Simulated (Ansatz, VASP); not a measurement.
**LiHf4Br2 in VASP and in Ansatz**

```
Li Hf Br
1.0
    -2.99100    2.84012    5.01517
     2.99100   -2.84012    5.01517
     2.99100    2.84012   -5.01517
Li Hf Br
1 4 2
Cartesian
  0.0000 0.0000 5.0152
  0.0000 4.2626 1.8313
  2.9910 -1.4225 3.1839
  0.0000 1.4176 1.8313
  2.9910 1.4225 3.1839
  4.4602 0.0000 0.0000
  1.5218 0.0000 0.0000
```

Alike in both runs: functional PBE; k mesh 4 × 4 × 4; occupations gaussian, width 0.2 eV; no spin polarisation.

Ansatz relaxed the structure, and its values are those at the end. VASP's run is a single point on that final structure, the one shown.

```csv
,VASP,Ansatz
version,VASP 6.6.1,Ansatz 0.2.0
potentials or method,"VASP PAW PBE potentials, release 64 (Li_sv, Hf_pv, Br), cutoff 520 eV","scalar-relativistic, plane waves, PAW"
valence electrons in the cell,57,121
```

```csv
,VASP,Ansatz,Ansatz less VASP
gap on the k mesh at the Fermi level (eV),none,none,-
rms of the force components (eV/Å),0.022,0.013,-0.0089
```

A gap of «none» marks a metal or a gap that the smearing closes. With one functional, cell and mesh, what is left measures potentials, basis and numerics. VASP's potentials hold 57 valence electrons a cell and Ansatz's 121, so a difference there can come from the potentials and not from the codes.

The k mesh is coarse, so the values compare programs but aren't converged. Spin-orbit coupling is off throughout. Noted on VASP's run: the cutoff is short for stress, so the pressure is rough.
